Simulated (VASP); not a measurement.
Set up this calculation in VASP 6.6.1, as the native input.

```
Task                   : single point
Functional             : PBEsol
Potentials or basis    : VASP PAW PBE potentials, release 64 (Hf_pv)
Cutoff                 : 520 eV
k mesh                 : 10 × 7 × 14
Occupations            : gaussian, width 0.1 eV
Spin                   : no spin polarisation
Dipole correction      : no
Further INCAR settings : ALGO = Fast; EDIFF = 1e-06; NBANDS = 17
```

The structure of Hf lies in POSCAR:

```
Hf
1.0
    3.5665791795      0.0000000000     -0.0029814788
    0.0000000000      5.0439064094      0.0000000000
   -1.7853003376      0.0000000000      2.4084670918
Hf
2
Direct
    0.0000000000      0.0000000000      0.0000000000
    0.5000000000      0.5000000000      0.0000000000
```

One way to write it, as run:

INCAR

```
SYSTEM = Hf
ALGO = Fast
EDIFF = 1E-6
ENCUT = 520
GGA = PS
ISIF = 2
ISMEAR = 0
LASPH = .True.
LCHARG = .False.
LREAL = .False.
LWAVE = .False.
NBANDS = 17
NELM = 100
PREC = Accurate
SIGMA = 0.1
```

KPOINTS

```
k-points
0
Gamma
  10 7 14
  0 0 0
```

Potentials or basis: VASP PAW PBE potentials, release 64 (Hf_pv).

Run with:

```sh
$ cat potpaw_PBE.64/Hf_pv/POTCAR > POTCAR
$ mpirun -np 1 vasp_std > vasp.out
```

Results of the run:

```yaml
Pressure: -2.1 GPa
Band_gap_on_the_k_mesh: zero (bands 10 and 11 overlap by 1.87 eV)
```

Caveat: the PAW data sets were made with another functional, which shifts forces and pressure a little; spin-orbit coupling is left out, which moves the levels of the heavy elements.

Wall time 3.9 min on 1 thread of Intel Xeon 8259CL, with other jobs on the host, peak memory 0.3 GiB.
